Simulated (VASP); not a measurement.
Zn: relaxation of shape and atoms at fixed volume with PBEsol

Zn:

```xyz
2
Lattice="2.5863 0.0000 0.0000 -1.2931 2.2398 0.0000 0.0000 0.0000 4.3290" Properties=species:S:1:pos:R:3 pbc="T T T"
Zn    0.0000    1.4932    1.0822
Zn    1.2931    0.7466    3.2467
```

| Quantity | Value |
| --- | --- |
| Program | VASP 6.6.1 |
| Task | relaxation of shape and atoms at fixed volume |
| Functional | PBEsol |
| Potentials or basis | VASP PAW PBE potentials, release 64 (Zn) |
| Cutoff | 600 eV |
| k mesh | 18 × 18 × 8 |
| Occupations | gaussian, width 0.1 eV |
| Spin | no spin polarisation |
| Dipole correction | no |
| Further INCAR settings | ALGO = Fast; EDIFF = 1e-06; IBRION = 2; EDIFFG = -0.01; NSW = 50; ISIF = 4 |

The energy gained by relaxing is 0.2 meV/atom and the ionic steps are 3. The pressure after relaxing is 13.5 GPa. The band gap on the k mesh is zero (bands 12 and 13 overlap by 2.98 eV).

Stress tensor (GPa, compression positive):
```
13.53  0.00  0.00
 0.00 13.53  0.00
 0.00  0.00 13.35
```

The path:
| step | energy change (eV) | largest force (eV/Å) | pressure (GPa) | volume (Å³) |
| --- | --- | --- | --- | --- |
| 1 | 0.0000 | 0.0000 | 13.44 | 25.08 |
| 2 | -0.0002 | 0.0000 | 13.49 | 25.08 |
| 3 | -0.0004 | 0.0000 | 13.47 | 25.08 |

Final structure:
```yaml
crystal:
  lattice:
    - [2.59483, 0.00000, 0.00000]
    - [-1.29741, 2.24719, 0.00000]
    - [0.00000, 0.00000, 4.30054]
  atoms:
    - { symbol: Zn, position: [0.33333, 0.66667, 0.25000] }
    - { symbol: Zn, position: [0.66667, 0.33333, 0.75000] }
```

Levels at points of the mesh, in eV from the Fermi level:
```
           k point  band 9  band 10  band 11  band 12  band 13  band 14  band 15  band 16
(0.00, 0.00, 0.00)   -8.12    -7.64    -7.64    -4.22    -1.56    17.26    17.26    18.75
(0.50, 0.00, 0.00)   -7.55    -7.49    -4.14    -3.10     3.65     3.78     5.90     6.30
(0.00, 0.00, 0.50)   -7.79    -7.79    -7.79    -7.79     7.65     7.65    19.10    19.10
(0.50, 0.00, 0.50)   -7.51    -7.51    -2.96    -2.96    -0.05    -0.05    11.94    11.94
```

Wall time 4 min on 1 thread of Intel Xeon 8259CL, with other jobs on the host, peak memory 0.21 GiB.

Caveat: the PAW data sets were made with another functional, which shifts forces and pressure a little.
